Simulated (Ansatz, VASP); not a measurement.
**SiC: VASP beside Ansatz**

INCAR

```
SYSTEM = SiC
PREC = Accurate
ENCUT = 600
EDIFF = 1E-6
ISMEAR = -1
SIGMA = 0.05
LREAL = .False.
LASPH = .True.
NELM = 60
ALGO = Normal
ISIF = 3
LWAVE = .False.
LCHARG = .False.
GGA = B5
ALDAX = 1.0
AGGAX = 1.0
AGGAC = 1.0
ALDAC = 0.0
IVDW = 12
IBRION = 2
NSW = 60
EDIFFG = -0.01
VDW_S6 = 1.0
VDW_S8 = 2.6996
VDW_A1 = 0.4298
VDW_A2 = 4.2359
```

Contents of KPOINTS:

```
Automatic mesh
0
Gamma
  10 10 2
  0 0 0
```

The input POSCAR:

```
SiC
1.0
    3.0950000000      0.0000000000      0.0000000000
   -1.5475000000      2.6803486247      0.0000000000
    0.0000000000      0.0000000000     15.1700000000
Si C
6 6
Direct
    0.6666666667      0.3333333333      0.4583000000
    0.3333333333      0.6666666667      0.9583000000
    0.6666666667      0.3333333333      0.7917000000
    0.3333333333      0.6666666667      0.2917000000
    0.0000000000      0.0000000000      0.6250000000
    0.0000000000      0.0000000000      0.1250000000
    0.6666666667      0.3333333333      0.3333000000
    0.3333333333      0.6666666667      0.8333000000
    0.6666666667      0.3333333333      0.6667000000
    0.3333333333      0.6666666667      0.1667000000
    0.0000000000      0.0000000000      0.5000000000
    0.0000000000      0.0000000000      0.0000000000
```

The input input.yaml:

```yaml
crystal:
  lattice:
    - [3.095, 0.0, 0.0]
    - [-1.5475, 2.6803486247, 0.0]
    - [0.0, 0.0, 15.17]
  atoms:
    - { symbol: Si, position: [0.6666666667, 0.3333333333, 0.4583] }
    - { symbol: Si, position: [0.3333333333, 0.6666666667, 0.9583] }
    - { symbol: Si, position: [0.6666666667, 0.3333333333, 0.7917] }
    - { symbol: Si, position: [0.3333333333, 0.6666666667, 0.2917] }
    - { symbol: Si, position: [0.0, 0.0, 0.625] }
    - { symbol: Si, position: [0.0, 0.0, 0.125] }
    - { symbol: C, position: [0.6666666667, 0.3333333333, 0.3333] }
    - { symbol: C, position: [0.3333333333, 0.6666666667, 0.8333] }
    - { symbol: C, position: [0.6666666667, 0.3333333333, 0.6667] }
    - { symbol: C, position: [0.3333333333, 0.6666666667, 0.1667] }
    - { symbol: C, position: [0.0, 0.0, 0.5] }
    - { symbol: C, position: [0.0, 0.0, 0.0] }
hamiltonian:
  xc: blyp
  pseudopotentials: { kind: paw }
  dispersion: d3bj
kpoints:
  mp_grid: { grid: [10, 10, 2] }
scf:
  occupations: { method: fermi_dirac, width: 0.05 }
output:
  forces: true
  stress: true
relax:
  f_tol: 0.01
  max_steps: 40
  cell: { stress_tol: 0.05 }
```

Alike in both runs: task relaxation of cell and atoms; functional BLYP; dispersion D3(BJ); k mesh 10 × 10 × 2; occupations fermi-dirac, width 0.05 eV; no spin polarisation.

```csv
,VASP,Ansatz
version,VASP 6.6.1,Ansatz 0.2.0
potentials or method,"VASP PAW PBE potentials, release 64 (Si, C)",Ansatz PAW
plane-wave cutoff (eV),600,420
valence electrons in the cell,48,48
```

Ansatz gave:

```
relaxed volume (Å³/atom)                                     : 10.24
relaxed cell length with the largest relative difference (Å) : 15.063
```

**Question.** Estimate VASP's values.

**Answer.** Relaxed volume (Å³/atom): 10.26; relaxed cell length with the largest relative difference (Å): 15.077.

VASP's potentials were made for PBE, not for BLYP.

Noted on Ansatz's run: the plane-wave basis is chosen anew once the cell has moved, so the energies of steps on either side of that aren't comparable.
